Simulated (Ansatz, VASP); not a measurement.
## One calculation of LiF, two programs

```
Li F
1.0
     0.00000    1.97213    2.01109
     1.97213    0.00000    2.01109
     1.97213    1.97213    0.00000
Li F
1 1
Direct
  0.00000 0.00000 0.00000
  0.50000 0.50000 0.50000
```

Change from the starting cell: epitaxial_xy strain -1.1%.

Alike in both runs: task single point; functional PBE; k mesh 10 × 10 × 10; occupations fermi-dirac, width 0.02 eV; no spin polarisation.

|  | VASP | Ansatz |
| --- | --- | --- |
| version | VASP 6.6.1 | Ansatz 0.2.0 |
| potentials or method | VASP PAW PBE potentials, release 64 (Li_sv, F) | plane waves, PAW |
| plane-wave cutoff (eV) | 520 | 420 |
| valence electrons in the cell | 10 | 10 |

|  | VASP | Ansatz | Ansatz less VASP |
| --- | --- | --- | --- |
| gap on the k mesh at the Fermi level (eV) | 9.46 | 9.46 | -0.002 |

The functional is the same, so the differences come from potentials, cutoffs and numerics.

Noted on VASP's run: the cutoff is short for stress, so the pressure is rough.
